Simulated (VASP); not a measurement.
Here is a VASP 6.6.1 calculation.

The input INCAR:

```
SYSTEM = CdSe
PREC     = Accurate       ! precision mode
ENCUT    = 520            ! plane-wave cutoff, eV
EDIFF    = 1E-6           ! SCF threshold, eV
ISMEAR   = -1             ! smearing method
SIGMA    = 0.02           ! smearing width, eV
LREAL    = .FALSE.        ! projectors in reciprocal space
LASPH    = .TRUE.         ! aspherical terms in the spheres
NELM     = 100            ! most SCF steps
ALGO     = Normal         ! electronic algorithm
ISIF     = 2              ! what is computed and relaxed
LWAVE    = .FALSE.        ! write WAVECAR
LCHARG   = .FALSE.        ! write CHGCAR
GGA      = PE             ! functional
NBANDS   = 16             ! bands
```

The input KPOINTS:

```
regular mesh
0
G
  8 8 8
  0 0 0
```

The input POSCAR:

```
CdSe
1.0
    0.0000000000      3.0678017005      3.0678017005
    3.0678017005      0.0000000000      3.0678017005
    3.0678017005      3.0678017005      0.0000000000
Cd Se
1 1
Direct
    0.0000000000      0.0000000000      0.0000000000
    0.7500000000      0.7500000000      0.7500000000
```

Potentials or basis: VASP PAW PBE potentials, release 64 (Cd, Se).

Run with:

```bash
$ cat potpaw_PBE.64/Cd/POTCAR potpaw_PBE.64/Se/POTCAR > POTCAR
$ mpirun -np 1 vasp_std > vasp.out
```

(1) Estimate the pressure.

(2) What does it give for the band gap on the k mesh?

Results:

(1) 1.7 GPa.

(2) 0.55 eV, direct.
